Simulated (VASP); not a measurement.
Here is a VASP 6.6.1 calculation.

INCAR

```
ALGO = Normal
EDIFF = 1E-6
ENCUT = 520
GGA = PE
ISIF = 2
ISMEAR = 0
LASPH = True
LCHARG = False
LREAL = False
LWAVE = False
NBANDS = 26
NELM = 100
PREC = Accurate
SIGMA = 0.1
```

The input KPOINTS:

```
k-points
0
Gamma
  6 14 14
```

The input POSCAR:

```
BeGa2C2
1.0
    8.4211424557      0.0000000000      0.0000000000
    0.0000000000      1.4920777495      2.5825997507
    0.0000000000     -1.4920777495      2.5825997507
Be Ga C
1 2 2
Direct
    0.0000000000      0.3684306739      0.3684306739
    0.6739174569      0.0347862426      0.0347862426
    0.3260825431      0.0347862426      0.0347862426
    0.0796189696      0.0350026869      0.0350026869
    0.9203810304      0.0350026869      0.0350026869
```

Potentials or basis: VASP PAW PBE potentials, release 64 (Be, Ga_d, C).

The run is started by

```console
$ cat potpaw_PBE.64/Be/POTCAR potpaw_PBE.64/Ga_d/POTCAR potpaw_PBE.64/C/POTCAR > POTCAR
$ mpirun -np 1 vasp_std > vasp.out
```

(1) Estimate the pressure.

(2) Estimate the largest force.

(3) What does it give for the band gap on the k mesh?

Answers

(1) 0.2 GPa.

(2) 0.105 eV/Å.

(3) zero (bands 18 and 19 overlap by 3.99 eV).
